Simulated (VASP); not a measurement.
# Hg (P6/mmm) in VASP: notebook

Runs on Hg. Level: PBEsol. Tasks: electric field gradients.

Everything below comes from runs of VASP 6.6.1. Logs are shortened: lines on timing, memory, paths and dates and some standing lists are left out, and cuts for length are marked.

**1. The cell of the first run**

The structure is hexagonal, space group P6/mmm (No. 191). The conventional cell has a = 4.600 Å, b = 4.600 Å, c = 3.921 Å, α = 90.00°, β = 90.00°, γ = 120.00°. Hg (site symmetry -6m2) has 9 Hg at 2.66 to 3.30 Å within 3.5 Å. Hg (site symmetry 6/mmm) has 14 Hg at 3.30 to 3.92 Å within 4.3 Å.

**2. Electric field gradients, PBEsol (volume scaled by 1.04)**

Input file INCAR:

```
SYSTEM = Hg
  ALGO = Normal
  EDIFF = 1E-8
  ENCUT = 520
  GGA = PS
  ISIF = 2
  ISMEAR = -1
  LASPH = .True.
  LCHARG = .False.
  LEFG = .True.
  LREAL = .False.
  LWAVE = .False.
  NBANDS = 25
  NELM = 100
  PREC = Accurate
  SIGMA = 0.05
```

Input file KPOINTS:

```
k-points
0
Gamma
  8 8 9
  0 0 0
```

Input file POSCAR:

```
Hg
1.0
    4.5997457407      0.0000000000      0.0000000000
   -2.2998728704      3.9834966624      0.0000000000
    0.0000000000      0.0000000000      3.9209268928
Hg
3
Direct
    0.3333333333      0.6666666667      0.5000000000
    0.0000000000      0.0000000000      0.0000000000
    0.6666666667      0.3333333333      0.5000000000
```

Potentials or basis: VASP PAW PBE potentials, release 64 (Hg).

On the command line:

```
> cat potpaw_PBE.64/Hg/POTCAR > POTCAR
> mpirun -np 1 vasp_std > vasp.out
```

OUTCAR:

```text
SYSTEM = Hg
   EDIFF = 1E-8
   ENCUT = 520
   GGA = PS
   ISIF = 2
   ISMEAR = -1
   LASPH = .True.
   LREAL = .False.
   NELM = 100
   PREC = Accurate

 ion  position               nearest neighbor table
   1  0.333  0.667  0.500-   3 2.66   3 2.66   3 2.66   2 3.30   2 3.30   2 3.30   2 3.30   2 3.30
                             2 3.30
   2  0.000  0.000  0.000-   1 3.30   3 3.30   1 3.30   3 3.30   3 3.30   3 3.30   1 3.30   1 3.30
                             3 3.30   3 3.30   1 3.30   1 3.30
   3  0.667  0.333  0.500-   1 2.66   1 2.66   1 2.66   2 3.30   2 3.30   2 3.30   2 3.30   2 3.30
                             2 3.30

  LATTYP: Found a hexagonal cell.
 ALAT       =     4.5997457407
 C/A-ratio  =     0.8524225281

  Lattice vectors:

 A1 = (   4.5997457407,   0.0000000000,   0.0000000000)
 A2 = (  -2.2998728704,   3.9834966624,   0.0000000000)
 A3 = (   0.0000000000,   0.0000000000,   3.9209268928)

Analysis of symmetry for initial positions (statically):
=====================================================================
 Subroutine PRICEL returns:
 Original cell was already a primitive cell.

 Routine SETGRP: Setting up the symmetry group for a
 hexagonal supercell.

 Subroutine GETGRP returns: Found 24 space group operations
 (whereof 24 operations were pure point group operations)
 out of a pool of 24 trial point group operations.

The static configuration has the point symmetry D_6h.

Analysis of symmetry for dynamics (positions and initial velocities):
=====================================================================
 Subroutine PRICEL returns:
 Original cell was already a primitive cell.

 Routine SETGRP: Setting up the symmetry group for a
 hexagonal supercell.

 Subroutine GETGRP returns: Found 24 space group operations
 (whereof 24 operations were pure point group operations)
 out of a pool of 24 trial point group operations.

The dynamic configuration has the point symmetry D_6h.

 Subroutine INISYM returns: Found 24 space group operations
 (whereof 24 operations are pure point group operations),
 and found     1 'primitive' translations

----------------------------------------------------------------------------------------

                                     Primitive cell

  volume of cell :      71.8434

  direct lattice vectors                    reciprocal lattice vectors
     4.599745741  0.000000000  0.000000000     0.217403321  0.125517866  0.000000000
    -2.299872870  3.983496662  0.000000000     0.000000000  0.251035732  0.000000000
     0.000000000  0.000000000  3.920926893     0.000000000  0.000000000  0.255041736

  length of vectors
     4.599745741  4.599745741  3.920926893     0.251035732  0.251035732  0.255041736

  position of ions in fractional coordinates (direct lattice)
     0.333333333  0.666666667  0.500000000
     0.000000000  0.000000000  0.000000000
     0.666666667  0.333333333  0.500000000

  ion indices of the primitive-cell ions
   primitive index   ion index
                 1           1
                 2           2
                 3           3

----------------------------------------------------------------------------------------

 KPOINTS: k-points

Automatic generation of k-mesh.
 Grid dimensions read from file:
 generate k-points for:    8    8    9

 Generating k-lattice:

  Cartesian coordinates                     Fractional coordinates (reciprocal lattice)
     0.027175415  0.015689733  0.000000000     0.125000000  0.000000000  0.000000000
     0.000000000  0.031379466  0.000000000     0.000000000  0.125000000  0.000000000
     0.000000000  0.000000000  0.028337971     0.000000000  0.000000000  0.111111111

  Length of vectors
     0.031379466  0.031379466  0.028337971

  Shift w.r.t. Gamma in fractional coordinates (k-lattice)
     0.000000000  0.000000000  0.000000000

 Subroutine IBZKPT returns following result:
 ===========================================

 Found     50 irreducible k-points:

 Following reciprocal coordinates:
            Coordinates               Weight
  0.000000  0.000000  0.000000      1.000000
  0.125000  0.000000  0.000000      6.000000
  0.250000  0.000000  0.000000      6.000000
  0.375000 -0.000000  0.000000      6.000000
  0.500000  0.000000  0.000000      3.000000
  0.125000  0.125000  0.000000      6.000000
[... 16 lines left out ...]
  0.250000  0.000000  0.222222     12.000000
  0.375000 -0.000000  0.222222     12.000000
 [... further k-points ...]
   k-points           NKPTS =     50   k-points in BZ     NKDIM =     50   number of bands    NBANDS=     25
   number of dos      NEDOS =    301   number of ions     NIONS =      3
   total plane-waves  NPLWV =  38880
   dimension x,y,z NGX =    36 NGY =   36 NGZ =   30
   dimension x,y,z NGXF=    72 NGYF=   72 NGZF=   60
   ions per type =               3
   NGX,Y,Z   is equivalent  to a cutoff of  13.01, 13.01, 12.72 a.u.
   NGXF,Y,Z  is equivalent  to a cutoff of  26.02, 26.02, 25.44 a.u.
 SYSTEM =  Hg
   PREC   = accura    normal or accurate (medium, high low for compatibility)
   ISTART =      0    job   : 0-new  1-cont  2-samecut
   ICHARG =      2    charge: 1-file 2-atom 10-const
   ISPIN  =      1    spin polarized calculation?
   LNONCOLLINEAR =      F non collinear calculations
   LSORBIT =      F    spin-orbit coupling
   LASPH  =      T    aspherical Exc in radial PAW
   ENCUT  =  520.0 eV  38.22 Ry    6.18 a.u.   8.55  8.55  7.29*2*pi/ulx,y,z
   NELM   =    100;   NELMIN=  2; NELMDL= -5     # of ELM steps
   EDIFF  = 0.1E-07   stopping-criterion for ELM
   LREAL  =      F    real-space projection
   EDIFFG = 0.1E-06   stopping-criterion for IOM
   NSW    =      0    number of steps for IOM
   IBRION =     -1    ionic relax: 0-MD 1-quasi-New 2-CG
   NFREE  =      0    steps in history (QN), initial steepest desc. (CG)
   ISIF   =      2    stress and relaxation
   ISYM   =      2    0-nonsym 1-usesym 2-fastsym
   POTIM  = 0.5000    time-step for ionic-motion
   TEBEG  =    0.0;   TEEND  =   0.0 temperature during run
   PSTRESS=    0.0 pullay stress
   NELECT =      36.0000    total number of electrons
   NUPDOWN=      -1.0000    fix difference up-down
   EMIN   =  10.00;   EMAX   =-10.00  energy-range for DOS
   EFERMI =   0.00;   METHOD = LEGACY
   ISMEAR =    -1;   SIGMA  =   0.05  broadening in eV -4-tet -1-fermi 0-gaus
   EFERMI_NEDOS =   21; number of points for ismear=-14 and -15
   IALGO  =     38    algorithm
   IMIX   =      4    mixing-type and parameters
     AMIX     =   0.40;   BMIX     =  1.00
     AMIX_MAG =   1.60;   BMIX_MAG =  1.00
  volume/ion in A,a.u.               =      23.95       161.61
  Fermi-wavevector in a.u.,A,eV,Ry     =   1.300309  2.457228 23.004787  1.690804
  Thomas-Fermi vector in A             =   2.431517
   LORBIT       =      0    0 simple, 1 ext, 2 COOP (PROOUT), +10 PAW based schemes
   GGA     = PS    functional components
   LHFCALC =     F    Hartree Fock is set to
   AEXX    =    0.0000 exact exchange contribution
   IVDW    =     0    specifies the selected vdW correction
   LEPSILON=     F    determine dielectric tensor
   LRPA    =     F    only Hartree local field effects (RPA)
 non-spin polarized calculation
  energy-cutoff  :      520.00
  volume of cell :       71.84
 maximum number of plane-waves:      1953
 NGX is ok and might be reduce to    36
   NGX = 17   NGY = 17   NGZ = 15

 number of electron      35.9999995 magnetization

 Free energy of the ion-electron system (eV)
  ---------------------------------------------------
  ext. energy  EPLUGINS =         0.00000000
  ---------------------------------------------------
  free energy    TOTEN  =        -1.17360715 eV

  energy without entropy =       -1.16099822  energy(sigma->0) =       -1.16730269

 E-fermi :   2.6703     XC(G=0): -10.8954

 val. band max:        2.6669703476   @ k =   0.2500   0.1250   0.3333
 cond. band min:       2.6713112575   @ k =   0.3750  -0.0000   0.4444
 fundamental gap:      0.0043409099
 Fermi energy:         2.6702935220

 k-point     1 :       0.0000    0.0000    0.0000
  band No.  band energies     occupation
      1      -7.0609      2.00000
      2      -5.3841      2.00000
      3      -5.1640      2.00000
      4      -5.1640      2.00000
      5      -4.9616      2.00000
      6      -4.9616      2.00000
[... 661 lines left out ...]
     24      11.1145      0.00000
     25      13.2497      0.00000

 [... further k-points ...]

------------------------ aborting loop because EDIFF is reached ----------------------------------------

  FORCE on cell =-STRESS in cart. coord.  units (eV):
  Direction    XX          YY          ZZ          XY          YZ          ZX
  --------------------------------------------------------------------------------------
  -------------------------------------------------------------------------------------
  Total        4.1258714      4.1258714     -0.5583331     -0.0000000      0.0000000      0.0000000
  in kB       92.0108914     92.0108914    -12.4513650     -0.0000000      0.0000000      0.0000000
  external PRESSURE =      57.1901392 kB  Pullay stress =       0.0000000 kB

 VOLUME and BASIS-vectors are now :
 -----------------------------------------------------------------------------
  energy-cutoff  :      520.00
  volume of cell :       71.84
      direct lattice vectors                 reciprocal lattice vectors
     4.599745741  0.000000000  0.000000000     0.217403321  0.125517866  0.000000000
    -2.299872870  3.983496662  0.000000000     0.000000000  0.251035732  0.000000000
     0.000000000  0.000000000  3.920926893     0.000000000  0.000000000  0.255041736

 POSITION                                       TOTAL-FORCE (eV/Angst)
 -----------------------------------------------------------------------------------
     -0.00000      2.65566      1.96046         0.000000     -0.000000     -0.000000
      0.00000      0.00000      0.00000        -0.000000     -0.000000      0.000000
      2.29987      1.32783      1.96046         0.000000      0.000000      0.000000
 -----------------------------------------------------------------------------------
    total drift:                                0.000000     -0.000000     -0.000000

  FREE ENERGIE OF THE ION-ELECTRON SYSTEM (eV)
  ---------------------------------------------------
  free  energy   TOTEN  =        -1.1736071508 eV

  energy  without entropy=       -1.1609982193  energy(sigma->0) =       -1.16730269

 Electric field gradients (V/A^2)
---------------------------------------------------------------------
 ion       V_xx      V_yy      V_zz      V_xy      V_xz      V_yz
---------------------------------------------------------------------
   1    -157.323  -157.323   314.645     0.000     0.000    -0.000
   2     -13.769   -13.768    27.537     0.000    -0.000     0.000
   3    -157.323  -157.323   314.645     0.000     0.000     0.000
---------------------------------------------------------------------

 Electric field gradients after diagonalization (V/A^2)
 (convention: |V_zz| > |V_xx| > |V_yy|)
----------------------------------------------------------------------
 ion       V_xx      V_yy      V_zz     asymmetry (V_yy - V_xx)/ V_zz
----------------------------------------------------------------------
   1    -157.323  -157.322   314.645       0.000
   2     -13.769   -13.768    27.537       0.000
   3    -157.323  -157.322   314.645       0.000
----------------------------------------------------------------------

           NMR quadrupolar parameters

 Cq : quadrupolar parameter    Cq=e*Q*V_zz/h
 eta: asymmetry parameters     (V_yy - V_xx)/ V_zz
 Q  : nuclear electric quadrupole moment in mb (millibarn)
----------------------------------------------------------------------
 ion       Cq(MHz)       eta       Q (mb)
----------------------------------------------------------------------
   1       0.761       0.000       1.000
   2       0.067       0.000       1.000
   3       0.761       0.000       1.000
----------------------------------------------------------------------
```

Wall time 43 s (1 thread of Intel Xeon Platinum 8488C (Sapphire Rapids), shared host); peak memory 0.21 GiB.

Results:

| Item | Value |
| --- | --- |
| Free energy | -1.1736 eV |
| Pressure | 5.7 GPa |
| Band gap on the k mesh | zero (band 18 reaches 6.43 eV, above the bottom of band 19 at 1.68 eV) |

Stress tensor (GPa, compression positive):
```
 9.20  0.00  0.00
 0.00  9.20  0.00
 0.00  0.00 -1.25
```

Levels at points of the mesh, in eV from the Fermi level:
| k point | band 16 | band 17 | band 18 | band 19 | band 20 | band 21 |
| --- | --- | --- | --- | --- | --- | --- |
| (0.00, 0.00, 0.00) | -5.91 | 0.22 | 1.96 | 2.42 | 3.45 | 3.45 |
| (0.50, 0.00, 0.00) | -5.66 | -4.97 | -0.60 | 0.13 | 5.92 | 5.97 |

Electric field gradients, principal values (V/Å²):
```tsv
atom	least	middle	greatest (by size)
1 Hg	-157.322	-157.323	314.645
2 Hg	-13.768	-13.769	27.537
3 Hg	-157.322	-157.323	314.645
```

Caveat: without QUAD_EFG the Cq values of the log hold for a quadrupole moment of 1 mb, not for the nuclei; the PAW data sets were made with another functional, which shifts forces and pressure a little; spin-orbit coupling is left out, which moves the levels of the heavy elements.

(Continued in part 2 of 3.)
